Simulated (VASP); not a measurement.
# FePt (P4/mmm) in VASP: notebook

Aim: see how the results for FePt move with the level of theory and the settings. Levels: r2SCAN, LDA. Tasks: single point, relaxation of cell and atoms.

Everything below comes from runs of VASP 6.6.1. Logs are shortened: lines on timing, memory, paths and dates and some standing lists are left out, and cuts for length are marked.

## (1) The cell of the first run

It takes space group P4/mmm (No. 123, tetragonal). Conventional cell: a = 2.724 Å, b = 2.724 Å, c = 3.720 Å, α = 90.00°, β = 90.00°, γ = 90.00°. Within 3.5 Å of Pt (site symmetry 4/mmm) lie 8 Fe at 2.68 Å and 4 Pt at 2.72 Å. Fe (site symmetry 4/mmm) has 8 Pt at 2.68 Å and 4 Fe at 2.72 Å within 3.5 Å.

## (2) Single point, r2SCAN, non-collinear spin, typed start, spin-orbit coupling

The input, POSCAR:

```
FePt
1.0
    2.7235000000      0.0000000000      0.0000000000
    0.0000000000      2.7235000000      0.0000000000
    0.0000000000      0.0000000000      3.7200000000
Pt Fe
1 1
Direct
    0.5000000000      0.5000000000      0.5000000000
    0.0000000000      0.0000000000      0.0000000000
```

The input, INCAR.step1:

```
ALGO = Normal
EDIFF = 1E-5
ENCUT = 660
GGA = PE
GGA_COMPAT = False
ISMEAR = -1
LASPH = True
LCHARG = False
LMAXMIX = 4
LNONCOLLINEAR = True
LREAL = False
LSORBIT = True
LWAVE = True
MAGMOM = 0 0 0 3 0 0
NBANDS = 30
NELM = 200
PREC = Accurate
SIGMA = 0.05
```

The input, INCAR.step2:

```
ALGO = Normal
EDIFF = 1E-6
ENCUT = 660
GGA_COMPAT = False
ISIF = 2
ISMEAR = -1
ISTART = 1
LASPH = True
LCHARG = False
LMAXMIX = 4
LMIXTAU = True
LNONCOLLINEAR = True
LORBIT = 11
LORBMOM = True
LREAL = False
LSORBIT = True
LWAVE = False
MAGMOM = 0 0 0 3 0 0
METAGGA = R2SCAN
NBANDS = 30
NELM = 200
PREC = Accurate
SIGMA = 0.05
```

The input, KPOINTS:

```
k-points
0
Gamma
  7 7 5
```

Potentials or basis: VASP PAW PBE potentials, release 64 (Pt, Fe).

The run is started by

```sh
$ cat potpaw_PBE.64/Pt/POTCAR potpaw_PBE.64/Fe/POTCAR > POTCAR
$ cp INCAR.step1 INCAR
$ mpirun -np 1 vasp_ncl > vasp.out
$ cp INCAR.step2 INCAR
$ mpirun -np 1 vasp_ncl > vasp.out
```

OUTCAR:

```text
EDIFF = 1E-6
   ENCUT = 660
   ISIF = 2
   ISMEAR = -1
   ISTART = 1
   LASPH = True
   LNONCOLLINEAR = True
   LORBIT = 11
   LREAL = False
   LSORBIT = True
   METAGGA = R2SCAN
   NELM = 200
   PREC = Accurate

 ion  position               nearest neighbor table
   1  0.500  0.500  0.500-   2 2.68   2 2.68   2 2.68   2 2.68   2 2.68   2 2.68   2 2.68   2 2.68

   2  0.000  0.000  0.000-   1 2.68   1 2.68   1 2.68   1 2.68   1 2.68   1 2.68   1 2.68   1 2.68

  LATTYP: Found a simple tetragonal cell.
 ALAT       =     2.7235000000
 C/A-ratio  =     1.3658894804

  Lattice vectors:

 A1 = (   2.7235000000,   0.0000000000,   0.0000000000)
 A2 = (   0.0000000000,   2.7235000000,   0.0000000000)
 A3 = (   0.0000000000,   0.0000000000,   3.7200000000)

Analysis of symmetry for initial positions (statically):
=====================================================================
 Subroutine PRICEL returns:
 Original cell was already a primitive cell.

 Routine SETGRP: Setting up the symmetry group for a
 simple tetragonal supercell.

 Subroutine GETGRP returns: Found 16 space group operations
 (whereof 16 operations were pure point group operations)
 out of a pool of 16 trial point group operations.

The static configuration has the point symmetry D_4h.

Analysis of symmetry for dynamics (positions and initial velocities):
=====================================================================
 Subroutine PRICEL returns:
 Original cell was already a primitive cell.

 Routine SETGRP: Setting up the symmetry group for a
 simple tetragonal supercell.

 Subroutine GETGRP returns: Found 16 space group operations
 (whereof 16 operations were pure point group operations)
 out of a pool of 16 trial point group operations.

The dynamic configuration has the point symmetry D_4h.

Analysis of structural, dynamic, and magnetic symmetry:
=====================================================================
 Subroutine PRICEL returns:
 Original cell was already a primitive cell.

 Routine SETGRP: Setting up the symmetry group for a
 simple tetragonal supercell.

 Subroutine GETGRP returns: Found  4 space group operations
 (whereof  4 operations were pure point group operations)
 out of a pool of 16 trial point group operations.

The overall configuration has the point symmetry C_2h.

 Subroutine INISYM returns: Found  4 space group operations
 (whereof  4 operations are pure point group operations),
 and found     1 'primitive' translations

----------------------------------------------------------------------------------------

                                     Primitive cell

  volume of cell :      27.5929

  direct lattice vectors                    reciprocal lattice vectors
     2.723500000  0.000000000  0.000000000     0.367174592  0.000000000  0.000000000
     0.000000000  2.723500000  0.000000000     0.000000000  0.367174592  0.000000000
     0.000000000  0.000000000  3.720000000     0.000000000  0.000000000  0.268817204

  length of vectors
     2.723500000  2.723500000  3.720000000     0.367174592  0.367174592  0.268817204

  position of ions in fractional coordinates (direct lattice)
     0.500000000  0.500000000  0.500000000
     0.000000000  0.000000000  0.000000000

  ion indices of the primitive-cell ions
   primitive index   ion index
                 1           1
                 2           2

----------------------------------------------------------------------------------------

 KPOINTS: k-points

Automatic generation of k-mesh.
 Grid dimensions read from file:
 generate k-points for:    7    7    5

 Generating k-lattice:

  Cartesian coordinates                     Fractional coordinates (reciprocal lattice)
     0.052453513  0.000000000  0.000000000     0.142857143  0.000000000  0.000000000
[... 97 lines left out ...]
 number of electron      17.9999997 magnetization       3.4759101     -0.0000000     -0.0000000

 number of electron      17.9999997 magnetization       3.4759101     -0.0000000      0.0000000

 Free energy of the ion-electron system (eV)
  ---------------------------------------------------
  ext. energy  EPLUGINS =         0.00000000
  ---------------------------------------------------
  free energy    TOTEN  =       -66.86684471 eV

  energy without entropy =      -66.85327601  energy(sigma->0) =      -66.86006036

 E-fermi :   8.7657     XC(G=0): -14.1749

 val. band max:        8.7482409300   @ k =  -0.1429   0.4286   0.0000
 cond. band min:       8.7692831841   @ k =   0.0000   0.0000   0.2000
 fundamental gap:      0.0210422542
 Fermi energy:         8.7656575545

 k-point     1 :       0.0000    0.0000    0.0000
  band No.  band energies     occupation
      1      -1.4841      1.00000
      2      -1.3297      1.00000
      3       1.7339      1.00000
      4       1.9948      1.00000
      5       2.5106      1.00000
      6       2.5756      1.00000
[... 781 lines left out ...]
     29      23.8263      0.00000
     30      24.4839      0.00000

 [... further k-points ...]

------------------------ aborting loop because EDIFF is reached ----------------------------------------

  FORCE on cell =-STRESS in cart. coord.  units (eV):
  Direction    XX          YY          ZZ          XY          YZ          ZX
  --------------------------------------------------------------------------------------
  -------------------------------------------------------------------------------------
  Total        0.3391221      0.3693678      0.0350402      0.0000000      0.0020441      0.0000000
  in kB       19.6910529     21.4472663      2.0346022      0.0000000      0.1186924      0.0000000
  external PRESSURE =      14.3909738 kB  Pullay stress =       0.0000000 kB

 VOLUME and BASIS-vectors are now :
 -----------------------------------------------------------------------------
  energy-cutoff  :      660.00
  volume of cell :       27.59
      direct lattice vectors                 reciprocal lattice vectors
     2.723500000  0.000000000  0.000000000     0.367174592  0.000000000  0.000000000
     0.000000000  2.723500000  0.000000000     0.000000000  0.367174592  0.000000000
     0.000000000  0.000000000  3.720000000     0.000000000  0.000000000  0.268817204

 POSITION                                       TOTAL-FORCE (eV/Angst)
 -----------------------------------------------------------------------------------
      1.36175      1.36175      1.86000         0.000000      0.000000      0.000000
      0.00000      0.00000      0.00000         0.000000      0.000000      0.000000
 -----------------------------------------------------------------------------------
    total drift:                                0.000000     -0.000000     -0.000000

  FREE ENERGIE OF THE ION-ELECTRON SYSTEM (eV)
  ---------------------------------------------------
  free  energy   TOTEN  =       -66.8668447104 eV

  energy  without entropy=      -66.8532760102  energy(sigma->0) =      -66.86006036

 orbital moment (x)

 # of ion     p       d       tot
 ----------------------------------------
  1         0.008   0.055   0.063
  2        -0.000   0.053   0.053
 ----------------------------------------
            0.008   0.108   0.116

 orbital moment (y)

 # of ion     p       d       tot
 ----------------------------------------
  1        -0.000  -0.000  -0.000
  2         0.000  -0.000  -0.000
 ----------------------------------------
           -0.000  -0.000  -0.000

 orbital moment (z)

 # of ion     p       d       tot
 ----------------------------------------
  1         0.000   0.000   0.000
  2         0.000   0.000   0.000
 ----------------------------------------
            0.000   0.000   0.000

 Spin-Orbit-Coupling matrix elements

 Ion:    1  E_soc:     -0.6873161
 l=   1
     0.0000000    -0.0352134    -0.0390041
    -0.0352134     0.0000000    -0.0362005
    -0.0390041    -0.0362005     0.0000000
 l=   2
     0.0000000    -0.0141968     0.0000000    -0.0139626    -0.0650015
    -0.0141968     0.0000000    -0.0462767    -0.0144723    -0.0151846
     0.0000000    -0.0462767     0.0000000    -0.0486220     0.0000000
    -0.0139626    -0.0144723    -0.0486220     0.0000000    -0.0155234
    -0.0650015    -0.0151846     0.0000000    -0.0155234     0.0000000
 l=   3
     0.0000000     0.0000000     0.0000000     0.0000000     0.0000000     0.0000000     0.0000000
     0.0000000     0.0000000     0.0000000     0.0000000     0.0000000     0.0000000     0.0000000
     0.0000000     0.0000000     0.0000000     0.0000000     0.0000000     0.0000000     0.0000000
     0.0000000     0.0000000     0.0000000     0.0000000     0.0000000     0.0000000     0.0000000
     0.0000000     0.0000000     0.0000000     0.0000000     0.0000000     0.0000000     0.0000000
     0.0000000     0.0000000     0.0000000     0.0000000     0.0000000     0.0000000     0.0000000
     0.0000000     0.0000000     0.0000000     0.0000000     0.0000000     0.0000000     0.0000000

 Ion:    2  E_soc:     -0.0088749
 l=   1
     0.0000000    -0.0004666    -0.0002995
    -0.0004666     0.0000000    -0.0004116
    -0.0002995    -0.0004116     0.0000000
 l=   2
     0.0000000    -0.0001303     0.0000000    -0.0003204    -0.0010465
    -0.0001303     0.0000000    -0.0006779    -0.0000752    -0.0002948
     0.0000000    -0.0006779     0.0000000    -0.0006461     0.0000000
    -0.0003204    -0.0000752    -0.0006461     0.0000000    -0.0000685
    -0.0010465    -0.0002948     0.0000000    -0.0000685     0.0000000
 l=   3
     0.0000000     0.0000000     0.0000000     0.0000000     0.0000000     0.0000000     0.0000000
     0.0000000     0.0000000     0.0000000     0.0000000     0.0000000     0.0000000     0.0000000
     0.0000000     0.0000000     0.0000000     0.0000000     0.0000000     0.0000000     0.0000000
     0.0000000     0.0000000     0.0000000     0.0000000     0.0000000     0.0000000     0.0000000
     0.0000000     0.0000000     0.0000000     0.0000000     0.0000000     0.0000000     0.0000000
     0.0000000     0.0000000     0.0000000     0.0000000     0.0000000     0.0000000     0.0000000
     0.0000000     0.0000000     0.0000000     0.0000000     0.0000000     0.0000000     0.0000000

 total charge

# of ion       s       p       d       tot
------------------------------------------
    1        0.717   0.691   8.060   9.468
    2        0.418   0.474   6.065   6.957
--------------------------------------------------
tot          1.135   1.164  14.126  16.425

 magnetization (x)

# of ion       s       p       d       tot
------------------------------------------
    1       -0.030  -0.095   0.440   0.315
    2        0.018  -0.019   3.192   3.191
--------------------------------------------------
tot         -0.012  -0.115   3.632   3.506

 magnetization (y)

# of ion       s       p       d       tot
------------------------------------------
    1        0.000   0.000   0.000   0.000
    2        0.000   0.000   0.000   0.000
--------------------------------------------------
tot          0.000   0.000   0.000   0.000

 magnetization (z)

# of ion       s       p       d       tot
------------------------------------------
    1        0.000   0.000   0.000   0.000
    2        0.000   0.000   0.000   0.000
--------------------------------------------------
tot          0.000   0.000   0.000   0.000
```

Wall time 33 min (1 thread of Intel Xeon 6975P-C (Granite Rapids), shared host); peak memory 0.38 GiB.

Results:

- Free energy: -66.8668 eV
- Pressure: 1.4 GPa
- Net moment: 3.48 μB per cell
- Valence electrons inside the program's atomic spheres: Pt 9.47; Fe 6.96

Moments on the atoms (μB; x, y, z):
```
Pt  0.32 0.00 0.00
Fe  3.19 0.00 0.00
```

Caveat: the PAW data sets were made with another functional, which shifts forces and pressure a little.

## (3) Relaxation of cell and atoms, LDA, collinear spin, ferromagnetic start

The input, INCAR:

```
SYSTEM = FePt
PREC = Accurate ; ENCUT = 600
EDIFF = 1E-6 ; ISMEAR = -1
SIGMA = 0.05 ; LREAL = .FALSE.
LASPH = .TRUE. ; NELM = 150
ALGO = Normal ; ISIF = 3
LWAVE = .FALSE. ; LCHARG = .FALSE.
ISPIN = 2 ; MAGMOM = 0 3
LORBIT = 11 ; LMAXMIX = 4
IBRION = 2 ; NSW = 80
EDIFFG = -0.005
```

The input, KPOINTS:

```
Automatic mesh
0
G
  10 10 7
  0 0 0
```

POSCAR is that of step 2.

Potentials or basis: VASP PAW LDA potentials, release 64 (Pt, Fe).

The run is started by

```sh
$ cat potpaw_LDA.64/Pt/POTCAR potpaw_LDA.64/Fe/POTCAR > POTCAR
$ mpirun -np 1 vasp_std > vasp.out
```

It took 2.8 min on 1 thread of Intel Xeon 6975P-C (Granite Rapids), shared host; peak memory 0.21 GiB.

The run converged. Its results:

```
Free energy                                           : -17.0120 eV
Relaxed volume                                        : 13.04 Å³/atom
Relaxed cell                                          : a = 2.668 Å, b = 2.668 Å, c = 3.664 Å, α = 90.00°, β = 90.00°, γ = 90.00°
Space group after relaxing (to 0.1 Å)                 : P4/mmm (No. 123)
Energy gained by relaxing                             : 31.3 meV/atom
Ionic steps                                           : 11
Pressure after relaxing                               : 0.0 GPa
Net moment                                            : 3.12 μB per cell
Site moments                                          : Pt +0.35; Fe +2.71 μB
Valence electrons inside the program's atomic spheres : Pt 9.56; Fe 7.14
```

Step by step:
| step | energy change (eV) | largest force (eV/Å) | pressure (GPa) | volume (Å³) |
| --- | --- | --- | --- | --- |
| 1 | 0.0000 | 0.0000 | -12.68 | 27.59 |
| 2 | 0.1772 | 0.0000 | 32.42 | 23.46 |
| 3 | -0.0626 | 0.0000 | -0.21 | 26.11 |
| 4 | -0.0626 | 0.0000 | 0.11 | 26.08 |
| 5 | -0.0627 | 0.0000 | 0.07 | 26.08 |
| 6 | -0.0626 | 0.0000 | 0.07 | 26.08 |
| 7 | -0.0626 | 0.0000 | -0.11 | 26.10 |
| 8 | -0.0627 | 0.0000 | -0.11 | 26.09 |
| 9 | -0.0627 | 0.0000 | 0.21 | 26.09 |
| 10 | -0.0627 | 0.0000 | -0.10 | 26.09 |
| 11 | -0.0626 | 0.0000 | -0.01 | 26.09 |

Final structure:
```xyz
2
Lattice="2.6683 0.0000 0.0000 0.0000 2.6683 0.0000 0.0000 0.0000 3.6642" Properties=species:S:1:pos:R:3 pbc="T T T"
Pt    1.3341    1.3341    1.8321
Fe    0.0000    0.0000    0.0000
```

Levels at points of the mesh, in eV from the Fermi level:
Spin up:
```csv
k point,band 8,band 9,band 10,band 11,band 12,band 13,band 14,band 15
"(0.00, 0.00, 0.00)",-1.60,-0.29,-0.05,-0.05,2.29,10.49,12.12,12.12
"(0.50, 0.00, 0.00)",-2.16,-1.79,-1.63,0.61,2.38,10.86,11.06,13.21
"(0.50, 0.50, 0.00)",-0.09,-0.09,0.80,1.71,1.71,8.35,10.94,11.17
```
Spin down:
| k point | band 5 | band 6 | band 7 | band 8 | band 9 | band 10 | band 11 | band 12 |
| --- | --- | --- | --- | --- | --- | --- | --- | --- |
| (0.00, 0.00, 0.00) | -2.52 | -0.89 | -0.74 | 0.45 | 1.59 | 1.76 | 1.76 | 2.61 |
| (0.50, 0.00, 0.00) | -2.58 | -1.39 | -1.36 | -1.12 | 0.31 | 0.64 | 2.68 | 2.74 |
| (0.50, 0.50, 0.00) | 1.09 | 1.26 | 1.59 | 1.84 | 1.84 | 1.88 | 2.00 | 2.00 |

Caveat: spin-orbit coupling is left out, which moves the levels of the heavy elements. Zero-point motion and thermal expansion aren't in these numbers.
